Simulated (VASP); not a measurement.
The system is Si2C.

```
Si C
1.0
     0.00000    2.77546    2.77546
     2.77546    0.00000    2.77546
     2.77546    2.77546    0.00000
Si C
2 1
Direct
  0.25000 0.25000 0.25000
  0.75000 0.75000 0.75000
  0.50000 0.50000 0.50000
```

The cell was built from a structure type or drawn by symmetry, and may not be a known phase.

| Item | Value |
| --- | --- |
| Program | VASP 6.6.1 |
| Task | relaxation of cell and atoms |
| Functional | PBE |
| Potentials or basis | VASP PAW PBE potentials, release 64 (Si, C) |
| Cutoff | 600 eV |
| k mesh | 6 × 6 × 6 |
| Occupations | gaussian, width 0.1 eV |
| Spin | no spin polarisation |

At the start: pressure -7.2 GPa; volume 14.25 Å³/atom.

Where does the relaxation end?

Over 3 steps the energy falls by 33.1 meV/atom and the volume is 12.86 Å³/atom (-9.8 %); space group Fm-3m (No. 225, to 0.1 Å) before and after.

Step by step:
```tsv
step	energy change (eV)	largest force (eV/Å)	pressure (GPa)	volume (Å³)
1	0.0000	0.0000	-7.21	42.76
2	-0.0984	0.0000	-0.71	38.91
3	-0.0992	0.0000	-0.08	38.57
```

Final structure:
```
Si C
1.0
     0.00000    2.68161    2.68161
     2.68161    0.00000    2.68161
     2.68161    2.68161    0.00000
Si C
2 1
Direct
  0.25000 0.25000 0.25000
  0.75000 0.75000 0.75000
  0.50000 0.50000 0.50000
```
